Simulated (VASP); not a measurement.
Crystal: Br.

```
Br
1.0
     0.00000    3.24000    3.24000
     3.24000    0.00000    3.24000
     3.24000    3.24000    0.00000
Br
2
Direct
  0.00000 0.00000 0.00000
  0.25000 0.25000 0.25000
```

```yaml
Program: VASP 6.6.1
Task: relaxation of cell and atoms
Functional: PBE
Potentials_or_basis: VASP PAW PBE potentials, release 64 (Br)
Cutoff: 600 eV
k_mesh: 12 × 12 × 12
Occupations: gaussian, width 0.02 eV
Spin: no spin polarisation
```

At the start: pressure 6.3 GPa; volume 34.01 Å³/atom.

Task: How do energy, volume and symmetry change on relaxing?

Result: Over 4 steps the energy falls by 138.3 meV/atom and the volume is 42.82 Å³/atom (+25.9 %); space group Fd-3m (No. 227, to 0.1 Å) before and after.

Step by step:
```csv
step,energy change (eV),largest force (eV/Å),pressure (GPa),volume (Å³)
1,0.0000,0.0000,6.28,68.02
2,-0.2689,0.0000,0.75,82.02
3,-0.2759,0.0000,-0.20,86.66
4,-0.2766,0.0000,-0.02,85.64
```

Final structure:
```
Br
1.0
     0.00000    3.49848    3.49848
     3.49848    0.00000    3.49848
     3.49848    3.49848    0.00000
Br
2
Direct
  0.00000 0.00000 0.00000
  0.25000 0.25000 0.25000
```

Caveat: the volume moved by over 15 % at a fixed basis, so the end points are rough.
